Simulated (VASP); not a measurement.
# Sn (I4_1/amd) in VASP: further runs

The runs below take Sn through single point, with r2SCAN.

Everything below comes from runs of VASP 6.6.1. Logs are shortened: lines on timing, memory, paths and dates and some standing lists are left out, and cuts for length are marked.

**1. The cell of the first run**

It takes space group I4_1/amd (No. 141, tetragonal). Conventional cell: a = 4.645 Å, b = 4.645 Å, c = 6.179 Å, α = 90.00°, β = 90.00°, γ = 90.00°. Sn (site symmetry -4m2) has 4 Sn at 2.79 Å within 3.7 Å.

**2. Single point, r2SCAN (uniaxial z strain -5.9%)**

Contents of POSCAR:

```
Sn
1.0
    0.0000000000      3.2844597802      3.0896913153
    3.2844597802      0.0000000000      3.0896913153
    3.2844597802      3.2844597802      0.0000000000
Sn
2
Direct
    0.0000000000      0.0000000000      0.0000000000
    0.2500000000      0.2500000000      0.2500000000
```

Contents of INCAR.step1:

```
SYSTEM = Sn
PREC = Accurate
ENCUT = 550
ISMEAR = -1
SIGMA = 0.02
LREAL = .FALSE.
LASPH = .TRUE.
NELM = 120
NBANDS = 21
GGA = PE
ALGO = Normal
EDIFF = 1E-5
LWAVE = .TRUE.
LCHARG = .FALSE.
GGA_COMPAT = .FALSE.
```

Contents of INCAR.step2:

```
SYSTEM = Sn
PREC = Accurate
ENCUT = 550
EDIFF = 1E-6
ISMEAR = -1
SIGMA = 0.02
LREAL = .FALSE.
LASPH = .TRUE.
NELM = 120
ALGO = Normal
ISIF = 2
LWAVE = .FALSE.
LCHARG = .FALSE.
METAGGA = R2SCAN
LMIXTAU = .TRUE.
NBANDS = 21
ISTART = 1
GGA_COMPAT = .FALSE.
```

Contents of KPOINTS:

```
regular mesh
0
G
  6 6 6
  0 0 0
```

Potentials or basis: VASP PAW PBE potentials, release 64 (Sn_d).

On the command line:

```console
cat potpaw_PBE.64/Sn_d/POTCAR > POTCAR
cp INCAR.step1 INCAR
mpirun -np 1 vasp_std > vasp.out
cp INCAR.step2 INCAR
mpirun -np 1 vasp_std > vasp.out
```

OUTCAR:

```text
SYSTEM = Sn
   PREC = Accurate
   ENCUT = 550
   EDIFF = 1E-6
   ISMEAR = -1
   LREAL = .FALSE.
   LASPH = .TRUE.
   NELM = 120
   ISIF = 2
   METAGGA = R2SCAN
   ISTART = 1

 ion  position               nearest neighbor table
   1  0.000  0.000  0.000-   2 2.79   2 2.79   2 2.79   2 2.79
   2  0.250  0.250  0.250-   1 2.79   1 2.79   1 2.79   1 2.79

  LATTYP: Found a body centered tetragonal cell.
 ALAT       =     4.6449275662
 C/A-ratio  =     1.3303506982

  Lattice vectors:

 A1 = (   0.0000000000,  -3.2844597802,  -3.0896913153)
 A2 = (   0.0000000000,   3.2844597802,  -3.0896913153)
 A3 = (   3.2844597802,   0.0000000000,   3.0896913153)

Analysis of symmetry for initial positions (statically):
=====================================================================
 Subroutine PRICEL returns:
 Original cell was already a primitive cell.

 Routine SETGRP: Setting up the symmetry group for a
 body centered tetragonal supercell.

 Subroutine GETGRP returns: Found 16 space group operations
 (whereof  8 operations were pure point group operations)
 out of a pool of 16 trial point group operations.

The static configuration has the point symmetry D_2d.
 The point group associated with its full space group is D_4h.

Analysis of symmetry for dynamics (positions and initial velocities):
=====================================================================
 Subroutine PRICEL returns:
 Original cell was already a primitive cell.

 Routine SETGRP: Setting up the symmetry group for a
 body centered tetragonal supercell.

 Subroutine GETGRP returns: Found 16 space group operations
 (whereof  8 operations were pure point group operations)
 out of a pool of 16 trial point group operations.

The dynamic configuration has the point symmetry D_2d.
 The point group associated with its full space group is D_4h.

 Subroutine INISYM returns: Found 16 space group operations
 (whereof  8 operations are pure point group operations),
 and found     1 'primitive' translations

----------------------------------------------------------------------------------------

                                     Primitive cell

  volume of cell :      66.6612

  direct lattice vectors                    reciprocal lattice vectors
     0.000000000  3.284459780  3.089691315    -0.152232036  0.152232036  0.161828464
     3.284459780  0.000000000  3.089691315     0.152232036 -0.152232036  0.161828464
     3.284459780  3.284459780  0.000000000     0.152232036  0.152232036 -0.161828464

  length of vectors
     4.509309090  4.509309090  4.644927566     0.269328122  0.269328122  0.269328122

  position of ions in fractional coordinates (direct lattice)
     0.000000000  0.000000000  0.000000000
     0.250000000  0.250000000  0.250000000

  ion indices of the primitive-cell ions
   primitive index   ion index
                 1           1
                 2           2

----------------------------------------------------------------------------------------

 KPOINTS: regular mesh

Automatic generation of k-mesh.
 Grid dimensions read from file:
 generate k-points for:    6    6    6

 Generating k-lattice:

  Cartesian coordinates                     Fractional coordinates (reciprocal lattice)
    -0.025372006  0.025372006  0.026971411     0.166666667  0.000000000  0.000000000
     0.025372006 -0.025372006  0.026971411     0.000000000  0.166666667  0.000000000
     0.025372006  0.025372006 -0.026971411     0.000000000  0.000000000  0.166666667

  Length of vectors
     0.044888020  0.044888020  0.044888020

  Shift w.r.t. Gamma in fractional coordinates (k-lattice)
     0.000000000  0.000000000  0.000000000

 Subroutine IBZKPT returns following result:
 ===========================================

 Found     30 irreducible k-points:

 Following reciprocal coordinates:
            Coordinates               Weight
  0.000000  0.000000  0.000000      1.000000
  0.166667 -0.000000  0.000000      8.000000
  0.333333 -0.000000  0.000000      8.000000
  0.500000 -0.000000  0.000000      4.000000
  0.166667  0.166667  0.000000      2.000000
  0.333333  0.166667  0.000000      8.000000
[... 16 lines left out ...]
  0.333333  0.000000  0.333333      4.000000
  0.500000 -0.000000  0.333333     16.000000
 [... further k-points ...]
   k-points           NKPTS =     30   k-points in BZ     NKDIM =     30   number of bands    NBANDS=     21
   number of dos      NEDOS =    301   number of ions     NIONS =      2
   total plane-waves  NPLWV =  46656
   dimension x,y,z NGX =    36 NGY =   36 NGZ =   36
   dimension x,y,z NGXF=    72 NGYF=   72 NGZF=   72
   ions per type =               2
   NGX,Y,Z   is equivalent  to a cutoff of  13.27, 13.27, 12.88 a.u.
   NGXF,Y,Z  is equivalent  to a cutoff of  26.54, 26.54, 25.77 a.u.
 SYSTEM =  Sn
   PREC   = accura    normal or accurate (medium, high low for compatibility)
   ISTART =      1    job   : 0-new  1-cont  2-samecut
   ICHARG =      0    charge: 1-file 2-atom 10-const
   ISPIN  =      1    spin polarized calculation?
   LNONCOLLINEAR =      F non collinear calculations
   LSORBIT =      F    spin-orbit coupling
   LASPH  =      T    aspherical Exc in radial PAW
   ENCUT  =  550.0 eV  40.42 Ry    6.36 a.u.   8.62  8.62  8.88*2*pi/ulx,y,z
   NELM   =    120;   NELMIN=  2; NELMDL=  0     # of ELM steps
   EDIFF  = 0.1E-05   stopping-criterion for ELM
   LREAL  =      F    real-space projection
   EDIFFG = 0.1E-04   stopping-criterion for IOM
   NSW    =      0    number of steps for IOM
   IBRION =     -1    ionic relax: 0-MD 1-quasi-New 2-CG
   NFREE  =      0    steps in history (QN), initial steepest desc. (CG)
   ISIF   =      2    stress and relaxation
   ISYM   =      2    0-nonsym 1-usesym 2-fastsym
   POTIM  = 0.5000    time-step for ionic-motion
   TEBEG  =    0.0;   TEEND  =   0.0 temperature during run
   PSTRESS=    0.0 pullay stress
   NELECT =      28.0000    total number of electrons
   NUPDOWN=      -1.0000    fix difference up-down
   EMIN   =  10.00;   EMAX   =-10.00  energy-range for DOS
   EFERMI =   0.00;   METHOD = LEGACY
   ISMEAR =    -1;   SIGMA  =   0.02  broadening in eV -4-tet -1-fermi 0-gaus
   EFERMI_NEDOS =   21; number of points for ismear=-14 and -15
   IALGO  =     38    algorithm
   IMIX   =      4    mixing-type and parameters
     AMIX     =   0.40;   BMIX     =  1.00
     AMIX_MAG =   1.60;   BMIX_MAG =  1.00
  volume/ion in A,a.u.               =      33.33       224.93
  Fermi-wavevector in a.u.,A,eV,Ry     =   1.226036  2.316872 20.451788  1.503164
  Thomas-Fermi vector in A             =   2.361052
   LORBIT       =      0    0 simple, 1 ext, 2 COOP (PROOUT), +10 PAW based schemes
   METAGGA = R2SCAN    functional components
   LHFCALC =     F    Hartree Fock is set to
   AEXX    =    0.0000 exact exchange contribution
   IVDW    =     0    specifies the selected vdW correction
   LEPSILON=     F    determine dielectric tensor
   LRPA    =     F    only Hartree local field effects (RPA)
 non-spin polarized calculation
  energy-cutoff  :      550.00
  volume of cell :       66.66
 maximum number of plane-waves:      1984
 NGX is ok and might be reduce to    36
   NGX = 17   NGY = 17   NGZ = 17

 number of electron      28.0000005 magnetization

 Free energy of the ion-electron system (eV)
  ---------------------------------------------------
  ext. energy  EPLUGINS =         0.00000000
  ---------------------------------------------------
  free energy    TOTEN  =       -49.40936047 eV

  energy without entropy =      -49.40935215  energy(sigma->0) =      -49.40935631

 E-fermi :   5.8549     XC(G=0):  -9.7085

 val. band max:        5.7233333973   @ k =   0.0000   0.0000   0.0000
 cond. band min:       6.0000533357   @ k =   0.5000  -0.0000   0.0000
 fundamental gap:      0.2767199384
 Fermi energy:         5.8549318691

 k-point     1 :       0.0000    0.0000    0.0000
  band No.  band energies     occupation
      1     -16.6156      2.00000
      2     -16.5854      2.00000
      3     -16.5854      2.00000
      4     -16.5321      2.00000
      5     -16.5190      2.00000
      6     -16.1965      2.00000
[... 13 lines left out ...]
     20      13.6773      0.00000
     21      14.3084      0.00000

 k-point     2 :       0.1667   -0.0000    0.0000
  band No.  band energies     occupation
      1     -16.6264      2.00000
      2     -16.6035      2.00000
      3     -16.5878      2.00000
      4     -16.5028      2.00000
      5     -16.4925      2.00000
      6     -16.2241      2.00000
[... 13 lines left out ...]
     20      12.8505      0.00000
     21      13.2818      0.00000

 k-point     3 :       0.3333   -0.0000    0.0000
  band No.  band energies     occupation
      1     -16.6448      2.00000
      2     -16.6178      2.00000
      3     -16.5769      2.00000
      4     -16.4691      2.00000
      5     -16.4615      2.00000
      6     -16.2517      2.00000
[... 13 lines left out ...]
     20      13.6402      0.00000
     21      13.6416      0.00000

 k-point     4 :       0.5000   -0.0000    0.0000
  band No.  band energies     occupation
      1     -16.6511      2.00000
      2     -16.6206      2.00000
      3     -16.5701      2.00000
      4     -16.4587      2.00000
      5     -16.4521      2.00000
      6     -16.2601      2.00000
[... 13 lines left out ...]
     20      15.3403      0.00000
     21      15.4193      0.00000

 k-point     5 :       0.1667    0.1667    0.0000
  band No.  band energies     occupation
      1     -16.6101      2.00000
      2     -16.5987      2.00000
      3     -16.5987      2.00000
      4     -16.5055      2.00000
      5     -16.4767      2.00000
      6     -16.2479      2.00000
[... 13 lines left out ...]
     20      13.1178      0.00000
     21      14.0391      0.00000
[... 382 lines left out ...]
     20      13.9302      0.00000
     21      16.2021      0.00000

 k-point    22 :      -0.3333    0.5000    0.1667
  band No.  band energies     occupation
      1     -16.6579      2.00000
      2     -16.6579      2.00000
      3     -16.4354      2.00000
      4     -16.4354      2.00000
      5     -16.3472      2.00000
      6     -16.3472      2.00000
[... 13 lines left out ...]
     20      15.6586      0.00000
     21      16.7589      0.00000

 k-point    23 :       0.3333    0.0000    0.3333
  band No.  band energies     occupation
      1     -16.6566      2.00000
      2     -16.6403      2.00000
      3     -16.5878      2.00000
      4     -16.4325      2.00000
      5     -16.4027      2.00000
      6     -16.3484      2.00000
[... 13 lines left out ...]
     20      15.6222      0.00000
     21      15.6596      0.00000

 k-point    24 :       0.5000   -0.0000    0.3333
  band No.  band energies     occupation
      1     -16.6730      2.00000
      2     -16.6573      2.00000
      3     -16.5377      2.00000
      4     -16.4354      2.00000
      5     -16.3901      2.00000
      6     -16.3141      2.00000
[... 13 lines left out ...]
     20      15.7760      0.00000
     21      16.1619      0.00000

 [... further k-points ...]
[... 5 lines left out ...]
  --------------------------------------------------------------------------------------
  -------------------------------------------------------------------------------------
  Total        0.9645172      0.9645172      1.7541137      0.0000000      0.0000000      0.0000000
  in kB       23.1818225     23.1818225     42.1594891      0.0000000      0.0000000      0.0000000
  external PRESSURE =      29.5077113 kB  Pullay stress =       0.0000000 kB

 VOLUME and BASIS-vectors are now :
 -----------------------------------------------------------------------------
  energy-cutoff  :      550.00
  volume of cell :       66.66
      direct lattice vectors                 reciprocal lattice vectors
     0.000000000  3.284459780  3.089691315    -0.152232036  0.152232036  0.161828464
     3.284459780  0.000000000  3.089691315     0.152232036 -0.152232036  0.161828464
     3.284459780  3.284459780  0.000000000     0.152232036  0.152232036 -0.161828464

 POSITION                                       TOTAL-FORCE (eV/Angst)
 -----------------------------------------------------------------------------------
      0.00000      0.00000      0.00000         0.000000      0.000000      0.000000
      1.64223      1.64223      1.54485        -0.000000     -0.000000     -0.000000
 -----------------------------------------------------------------------------------
    total drift:                                0.000000      0.000000      0.000000

  FREE ENERGIE OF THE ION-ELECTRON SYSTEM (eV)
  ---------------------------------------------------
  free  energy   TOTEN  =       -49.4093604666 eV

  energy  without entropy=      -49.4093521534  energy(sigma->0) =      -49.40935631
```

It took 2.4 min on 1 thread of Intel Xeon 8259CL, shared host; peak memory 0.23 GiB.

What came out:

* Free energy: -49.4094 eV
* Pressure: 3.0 GPa

Stress tensor (GPa, compression positive):
```
2.32 0.00 0.00
0.00 2.32 0.00
0.00 0.00 4.22
```

Caveat: the cell differs from its parent crystal (uniaxial z strain -5.9%); the PAW data sets were made with another functional, which shifts forces and pressure a little; spin-orbit coupling is left out, which moves the levels of the heavy elements.

**3. Single point, r2SCAN (epitaxial xy strain -4.0%)**

Contents of POSCAR:

```
Sn
1.0
    0.0000000000      3.1517676051      3.4095993846
    3.1517676051      0.0000000000      3.4095993846
    3.1517676051      3.1517676051      0.0000000000
Sn
2
Direct
    0.0000000000      0.0000000000      0.0000000000
    0.2500000000      0.2500000000      0.2500000000
```

Contents of INCAR.step1:

```
PREC = Accurate
ENCUT = 550
ISMEAR = -1
SIGMA = 0.02
LREAL = False
LASPH = True
NELM = 120
NBANDS = 21
GGA = PE
ALGO = Normal
EDIFF = 1E-5
LWAVE = True
LCHARG = False
GGA_COMPAT = False
```

Contents of INCAR.step2:

```
PREC = Accurate
ENCUT = 550
EDIFF = 1E-6
ISMEAR = -1
SIGMA = 0.02
LREAL = False
LASPH = True
NELM = 120
ALGO = Normal
ISIF = 2
LWAVE = False
LCHARG = False
METAGGA = R2SCAN
LMIXTAU = True
NBANDS = 21
ISTART = 1
GGA_COMPAT = False
```

Contents of KPOINTS:

```
Automatic mesh
0
Gamma
  6 6 6
```

Potentials or basis: VASP PAW PBE potentials, release 64 (Sn_d).

On the command line:

```console
cat potpaw_PBE.64/Sn_d/POTCAR > POTCAR
cp INCAR.step1 INCAR
mpirun -np 1 vasp_std > vasp.out
cp INCAR.step2 INCAR
mpirun -np 1 vasp_std > vasp.out
```

It took 2.6 min on 1 thread of Intel Xeon 8259CL, shared host; peak memory 0.23 GiB.

It converged, with:

```
Free energy            : -49.4098 eV
Pressure               : 2.1 GPa
Band gap on the k mesh : zero (bands 14 and 15 overlap by 0.14 eV)
```

Stress tensor (GPa, compression positive):
```
 3.14  0.00  0.00
 0.00  3.14  0.00
 0.00  0.00 -0.04
```

Levels at points of the mesh, in eV from the Fermi level:
```csv
k point,band 12,band 13,band 14,band 15,band 16,band 17
"(0.00, 0.00, 0.00)",-0.44,-0.39,0.16,0.16,2.08,2.08
"(0.50, 0.00, 0.00)",-6.67,-1.63,-1.01,0.02,3.25,3.50
"(0.50, 0.50, 0.00)",-8.13,-2.44,-2.44,1.24,1.24,8.08
"(0.50, 0.00, 0.50)",-7.82,-2.88,-2.88,0.69,0.69,7.88
```

Caveat: the cell differs from its parent crystal (epitaxial xy strain -4.0%); the PAW data sets were made with another functional, which shifts forces and pressure a little; spin-orbit coupling is left out, which moves the levels of the heavy elements.
